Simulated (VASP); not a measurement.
A run of VASP 6.6.1:

The input INCAR:

```
SYSTEM = SiC
ALGO     = Normal         ! electronic algorithm
EDIFF    = 1E-6           ! SCF threshold, eV
ENCUT    = 520            ! plane-wave cutoff, eV
GGA      = PE             ! functional
ISIF     = 2              ! what is computed and relaxed
ISMEAR   = 0              ! smearing method
LASPH    = .TRUE.         ! aspherical terms in the spheres
LCHARG   = .FALSE.        ! write CHGCAR
LREAL    = .FALSE.        ! projectors in reciprocal space
LWAVE    = .FALSE.        ! write WAVECAR
NBANDS   = 16             ! bands
NELM     = 80             ! most SCF steps
PREC     = Accurate       ! precision mode
SIGMA    = 0.05           ! smearing width, eV
```

KPOINTS

```
k-points
0
G
  12 12 6
  0 0 0
```

The input POSCAR:

```
SiC
1.0
    3.2543160380      0.0000000000      0.0000000000
   -1.6271580190      2.8183203608      0.0000000000
    0.0000000000      0.0000000000      5.0737646004
Si C
2 2
Direct
    0.3333333333      0.6666666667      0.0045636718
    0.6666666667      0.3333333333      0.5045636718
    0.3333333333      0.6666666667      0.3804363282
    0.6666666667      0.3333333333      0.8804363282
```

Potentials or basis: VASP PAW PBE potentials, release 64 (Si, C).

Launch:

```sh
$ cat potpaw_PBE.64/Si/POTCAR potpaw_PBE.64/C/POTCAR > POTCAR
$ mpirun -np 1 vasp_std > vasp.out
```

Hardware: 1 thread of Intel Xeon 8259CL, with other jobs on the host.

Task: Estimate the wall time of this run.

Result: It took 51 s on 1 thread of Intel Xeon 8259CL, with other jobs on the host, peak memory 0.18 GiB. Counts: scf iterations 13, k points 76.
